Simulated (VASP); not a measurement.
# GaN (P1) in VASP: single point with r2SCAN

Aim: the single point of GaN with r2SCAN.

Program: VASP 6.6.1. These are calculated values, not measurements. Logs are shortened: lines on timing, memory, paths and dates and some standing lists are left out, and cuts for length are marked.

## (1) The cell of the first run

The typed cell holds 16 atoms: a = 6.361 Å, b = 6.361 Å, c = 6.361 Å, α = 60.00°, β = 60.00°, γ = 60.00°.

## (2) Single point, r2SCAN

POSCAR reads:

```
GaN
1.0
    0.0000000000      4.4979050831      4.4979050831
    4.4979050831      0.0000000000      4.4979050831
    4.4979050831      4.4979050831      0.0000000000
Ga N
8 8
Direct
    0.0079262455     -0.0005052352     -0.0002366657
   -0.0033960254      0.0103417033      0.4912493615
   -0.0006568613      0.5093941419     -0.0026482329
   -0.0075658555      0.5031054365      0.5090179667
    0.4979699346      0.0017191337     -0.0004950082
    0.5099397292     -0.0123551962      0.4958427221
    0.4940015316      0.4996512729      0.0032830840
    0.4973441988      0.4871410044      0.5087890824
    0.1140432025      0.1256450480      0.1326580906
    0.1331415379      0.1196394744      0.6189243545
    0.1371642995      0.6181166451      0.1199044867
    0.1144729581      0.6290153855      0.6141291221
    0.6308573542      0.1359743011      0.1175717340
    0.6260909130      0.1262973517      0.6254668447
    0.6414342781      0.6152572028      0.1373925169
    0.6248815722      0.6375603636      0.6100480000
```

INCAR.step1 reads:

```
SYSTEM = GaN
PREC = Accurate ; ENCUT = 520
ISMEAR = -1 ; SIGMA = 0.069
LREAL = Auto ; LASPH = .TRUE.
NELM = 100 ; NBANDS = 86
GGA = PE ; ALGO = Normal
EDIFF = 1E-4 ; LWAVE = .TRUE.
LCHARG = .FALSE.
```

INCAR.step2 reads:

```
SYSTEM = GaN
PREC = Accurate ; ENCUT = 520
EDIFF = 1E-6 ; ISMEAR = -1
SIGMA = 0.069 ; LREAL = Auto
LASPH = .TRUE. ; NELM = 100
ALGO = Normal ; ISIF = 2
LWAVE = .FALSE. ; LCHARG = .FALSE.
METAGGA = R2SCAN ; LMIXTAU = .TRUE.
NBANDS = 86 ; ISTART = 1
```

KPOINTS reads:

```
regular mesh
0
G
  4 4 4
  0 0 0
```

Potentials or basis: VASP PAW PBE potentials, release 64 (Ga_d, N).

Run with:

```bash
$ cat potpaw_PBE.64/Ga_d/POTCAR potpaw_PBE.64/N/POTCAR > POTCAR
$ cp INCAR.step1 INCAR
$ mpirun -np 1 vasp_std > vasp.out
$ cp INCAR.step2 INCAR
$ mpirun -np 1 vasp_std > vasp.out
```

OUTCAR:

```text
SYSTEM = GaN
   PREC = Accurate
   ENCUT = 520
   EDIFF = 1E-6
   ISMEAR = -1
   LREAL = Auto
   LASPH = .TRUE.
   NELM = 100
   ISIF = 2
   METAGGA = R2SCAN
   ISTART = 1

 ion  position               nearest neighbor table
   1  0.008  0.999  1.000-   9 1.90  13 1.96  10 1.98  11 1.98
   2  0.997  0.010  0.491-   9 1.86  14 1.93  10 1.94  12 1.98
   3  0.999  0.509  0.997-  15 1.86  11 1.92  12 1.99   9 1.99
   4  0.992  0.503  0.509-  12 1.84  16 1.91  10 1.99  11 2.02
   5  0.498  0.002  1.000-  14 1.94   9 1.99  13 2.00  15 2.01
   6  0.510  0.988  0.496-  16 1.82  10 1.96  13 1.97  14 2.00
[... 8 lines left out ...]
  15  0.641  0.615  0.137-   3 1.86   8 1.93   5 2.01   7 2.07
  16  0.625  0.638  0.610-   6 1.82   4 1.91   8 1.98   7 2.04

  LATTYP: Found a face centered cubic cell.
 ALAT       =     8.9958101662

  Lattice vectors:

 A1 = (   0.0000000000,   4.4979050831,   4.4979050831)
 A2 = (   4.4979050831,   0.0000000000,   4.4979050831)
 A3 = (   4.4979050831,   4.4979050831,   0.0000000000)

Analysis of symmetry for initial positions (statically):
=====================================================================
 Subroutine PRICEL returns:
 Original cell was already a primitive cell.

 Routine SETGRP: Setting up the symmetry group for a
 face centered cubic supercell.

 Subroutine GETGRP returns: Found  1 space group operations
 (whereof  1 operations were pure point group operations)
 out of a pool of 48 trial point group operations.

The static configuration has the point symmetry C_1 .

Analysis of symmetry for dynamics (positions and initial velocities):
=====================================================================
 Subroutine PRICEL returns:
 Original cell was already a primitive cell.

 Routine SETGRP: Setting up the symmetry group for a
 face centered cubic supercell.

 Subroutine GETGRP returns: Found  1 space group operations
 (whereof  1 operations were pure point group operations)
 out of a pool of 48 trial point group operations.

The dynamic configuration has the point symmetry C_1 .

 Subroutine INISYM returns: Found  1 space group operations
 (whereof  1 operations are pure point group operations),
 and found     1 'primitive' translations

----------------------------------------------------------------------------------------

[... 123 lines left out ...]
   NSW    =      0    number of steps for IOM
   IBRION =     -1    ionic relax: 0-MD 1-quasi-New 2-CG
   NFREE  =      0    steps in history (QN), initial steepest desc. (CG)
   ISIF   =      2    stress and relaxation
   ISYM   =      2    0-nonsym 1-usesym 2-fastsym
   POTIM  = 0.5000    time-step for ionic-motion
   TEBEG  =    0.0;   TEEND  =   0.0 temperature during run
   PSTRESS=    0.0 pullay stress
   NELECT =     144.0000    total number of electrons
   NUPDOWN=      -1.0000    fix difference up-down
   EMIN   =  10.00;   EMAX   =-10.00  energy-range for DOS
   EFERMI =   0.00;   METHOD = LEGACY
   ISMEAR =    -1;   SIGMA  =   0.07  broadening in eV -4-tet -1-fermi 0-gaus
   EFERMI_NEDOS =   21; number of points for ismear=-14 and -15
   IALGO  =     38    algorithm
   IMIX   =      4    mixing-type and parameters
     AMIX     =   0.40;   BMIX     =  1.00
     AMIX_MAG =   1.60;   BMIX_MAG =  1.00
  volume/ion in A,a.u.               =      11.37        76.76
  Fermi-wavevector in a.u.,A,eV,Ry     =   1.514173  2.861371 31.194330  2.292719
  Thomas-Fermi vector in A             =   2.623866
   LORBIT       =      0    0 simple, 1 ext, 2 COOP (PROOUT), +10 PAW based schemes
   METAGGA = R2SCAN    functional components
   LHFCALC =     F    Hartree Fock is set to
   AEXX    =    0.0000 exact exchange contribution
   IVDW    =     0    specifies the selected vdW correction
   LEPSILON=     F    determine dielectric tensor
   LRPA    =     F    only Hartree local field effects (RPA)
 non-spin polarized calculation
  energy-cutoff  :      520.00
  volume of cell :      182.00
 maximum number of plane-waves:      4916
   NGX = 23   NGY = 23   NGZ = 23

 number of electron     144.0000010 magnetization

 Free energy of the ion-electron system (eV)
  ---------------------------------------------------
  ext. energy  EPLUGINS =         0.00000000
  ---------------------------------------------------
  free energy    TOTEN  =      -174.37840910 eV

  energy without entropy =     -174.37840906  energy(sigma->0) =     -174.37840908

 E-fermi :   6.2207     XC(G=0): -12.6689

 val. band max:        5.1532486130   @ k =   0.0000   0.0000   0.0000
 cond. band min:       7.2104086555   @ k =   0.0000   0.0000   0.0000
 fundamental gap:      2.0571600424
 Fermi energy:         6.2207317054

 k-point     1 :       0.0000    0.0000    0.0000
  band No.  band energies     occupation
      1     -11.7604      2.00000
      2     -10.8986      2.00000
      3     -10.8596      2.00000
      4     -10.7069      2.00000
      5     -10.6498      2.00000
      6     -10.5313      2.00000
[... 2077 lines left out ...]
     83      13.1266      0.00000
     84      13.4744      0.00000

 [... further k-points ...]

 [bands above 84 left out]

------------------------ aborting loop because EDIFF is reached ----------------------------------------

  FORCE on cell =-STRESS in cart. coord.  units (eV):
  Direction    XX          YY          ZZ          XY          YZ          ZX
  --------------------------------------------------------------------------------------
  -------------------------------------------------------------------------------------
  Total        3.0252065      2.7015365      2.8282792     -1.5485355      0.7429191      0.5179683
  in kB       26.6320598     23.7826677     24.8984329    -13.6323551      6.5402030      4.5598749
  external PRESSURE =      25.1043868 kB  Pullay stress =       0.0000000 kB

 VOLUME and BASIS-vectors are now :
 -----------------------------------------------------------------------------
  energy-cutoff  :      520.00
  volume of cell :      182.00
      direct lattice vectors                 reciprocal lattice vectors
     0.000000000  4.497905083  4.497905083    -0.111162862  0.111162862  0.111162862
     4.497905083  0.000000000  4.497905083     0.111162862 -0.111162862  0.111162862
     4.497905083  4.497905083  0.000000000     0.111162862  0.111162862 -0.111162862

 POSITION                                       TOTAL-FORCE (eV/Angst)
 -----------------------------------------------------------------------------------
      8.99247      4.53249      4.53128        -0.604913     -0.734252     -0.359843
      2.25611      6.69222      4.52915         0.272339      1.174262     -0.561093
      6.77720      8.98094      6.78616        -0.918394      0.224035      0.066499
      4.55243      6.75339      6.72680        -1.890371     -0.506557     -0.466818
      4.50341      6.73550      2.24755         0.150080      0.780292     -0.211025
      6.67259      4.52391      6.73599         1.421437     -1.369514      1.162918
[... 8 lines left out ...]
      3.38535      3.50309      5.65248         0.414530     -2.301079     -0.645161
      5.61162      5.55460      5.67834        -0.466830      1.484372     -1.956822
 -----------------------------------------------------------------------------------
    total drift:                               -0.019603     -0.036317     -0.013736

  FREE ENERGIE OF THE ION-ELECTRON SYSTEM (eV)
  ---------------------------------------------------
  free  energy   TOTEN  =      -174.3784091000 eV

  energy  without entropy=     -174.3784090576  energy(sigma->0) =     -174.37840908
```

OUTCAR.step1:

```text
SYSTEM = GaN
   PREC = Accurate
   ENCUT = 520
   ISMEAR = -1
   LREAL = Auto
   LASPH = .TRUE.
   NELM = 100
[... 2356 lines left out ...]
      6.67259      4.52391      6.73599         1.367532     -1.312662      1.130981
[... 8 lines left out ...]
      3.38535      3.50309      5.65248         0.401946     -2.197386     -0.628608
      5.61162      5.55460      5.67834        -0.461728      1.412594     -1.886043
 -----------------------------------------------------------------------------------
    total drift:                                0.006737     -0.000503      0.009700

  FREE ENERGIE OF THE ION-ELECTRON SYSTEM (eV)
  ---------------------------------------------------
  free  energy   TOTEN  =       -96.3431820782 eV

  energy  without entropy=      -96.3431814510  energy(sigma->0) =      -96.34318176
```

Run time: 1.5 h. Hardware: 1 thread of Oxide Virtual Turin-like, shared host; peak memory 0.52 GiB.

What came out:

* Free energy: -174.3784 eV
* Pressure: 2.5 GPa
* Largest force: 2.500 eV/Å
* Band gap on the k mesh: 2.06 eV

Forces on the atoms (eV/Å):
```
Ga  -0.605 -0.734 -0.360
Ga   0.272  1.174 -0.561
Ga  -0.918  0.224  0.066
Ga  -1.890 -0.507 -0.467
Ga   0.150  0.780 -0.211
Ga   1.421 -1.370  1.163
Ga  -0.201  0.772  1.695
Ga   0.696 -0.925  0.830
N   -0.843 -0.058  1.691
N    0.664 -0.050  0.024
N    1.310 -0.594 -0.387
N    1.074  1.727  1.025
N   -0.781  0.217 -0.910
N   -0.297  0.159 -0.997
N    0.415 -2.301 -0.645
N   -0.467  1.484 -1.957
```

Caveat: the atoms stand as in a frame of molecular dynamics; the structure was generated, so it needn't be the stable form of GaN; the PAW data sets were made with another functional, which shifts forces and pressure a little.
